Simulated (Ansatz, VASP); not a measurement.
Cu: VASP beside Ansatz

POSCAR

```
Cu
1.0
   -1.5149329860      1.5149329860      1.3760814500
    1.5149329860     -1.5149329860      1.3760814500
    1.5149329860      1.5149329860     -1.3760814500
Cu
1
Direct
    0.0000000000      0.0000000000      0.0000000000
```

The input INCAR.step1:

```
SYSTEM = Cu
PREC     = Accurate       ! precision mode
ENCUT    = 520            ! plane-wave cutoff, eV
ISMEAR   = 0              ! smearing method
SIGMA    = 0.15           ! smearing width, eV
LREAL    = .FALSE.        ! projectors in reciprocal space
LASPH    = .TRUE.         ! aspherical terms in the spheres
NELM     = 80             ! most SCF steps
NBANDS   = 12             ! bands
GGA      = PE             ! functional
ALGO     = Normal         ! electronic algorithm
EDIFF    = 1E-4           ! SCF threshold, eV
LWAVE    = .TRUE.         ! write WAVECAR
LCHARG   = .FALSE.        ! write CHGCAR
```

INCAR.step2

```
SYSTEM = Cu
PREC     = Accurate       ! precision mode
ENCUT    = 520            ! plane-wave cutoff, eV
EDIFF    = 1E-7           ! SCF threshold, eV
ISMEAR   = 0              ! smearing method
SIGMA    = 0.15           ! smearing width, eV
LREAL    = .FALSE.        ! projectors in reciprocal space
LASPH    = .TRUE.         ! aspherical terms in the spheres
NELM     = 80             ! most SCF steps
ALGO     = Normal         ! electronic algorithm
ISIF     = 2              ! what is computed and relaxed
LWAVE    = .FALSE.        ! write WAVECAR
LCHARG   = .FALSE.        ! write CHGCAR
METAGGA  = R2SCAN         ! meta-GGA
LMIXTAU  = .TRUE.       
NBANDS   = 12             ! bands
ISTART   = 1
```

KPOINTS

```
Automatic mesh
0
G
  24 24 24
  0 0 0
```

Input for Ansatz:

```yaml
crystal:
  lattice:
    - [-1.514932986, 1.514932986, 1.37608145]
    - [1.514932986, -1.514932986, 1.37608145]
    - [1.514932986, 1.514932986, -1.37608145]
  atoms:
    - { symbol: Cu, position: [0.0, 0.0, 0.0] }
basis:
  ecutwfc: 500
kpoints:
  mp_grid: { grid: [24, 24, 24] }
hamiltonian:
  xc: r2scan
scf:
  occupations: { method: gaussian, width: 0.15 }
output:
  forces: true
  stress: true
  eigenvalues: true
```

Change from the starting cell: strain +0.050 along x and y, +0.000 along z, atoms carried along.

Alike in both runs: task single point; functional r2SCAN; k mesh 24 × 24 × 24; occupations gaussian, width 0.15 eV; no spin polarisation.

|  | VASP | Ansatz |
| --- | --- | --- |
| version | VASP 6.6.1 | Ansatz 0.2.0 |
| potentials or method | VASP PAW PBE potentials, release 64 (Cu), cutoff 520 eV | scalar-relativistic, plane waves, PAW |
| valence electrons in the cell | 11 | 19 |

|  | VASP | Ansatz | Ansatz less VASP |
| --- | --- | --- | --- |
| gap on the k mesh at the Fermi level (eV) | none | none | - |
| pressure (GPa) | -11.3 | -11.9 | -0.57 |
| traceless stress, the component that is largest in VASP (GPa) | 0.24 | 0.26 | +0.021 |

VASP's potentials were made for PBE, not for r2SCAN. A gap of «none» marks a metal or a gap that the smearing closes. With one functional, cell and mesh, what is left measures potentials, basis and numerics. VASP's potentials hold 11 valence electrons a cell and Ansatz's 19, so a difference there can come from the potentials and not from the codes.
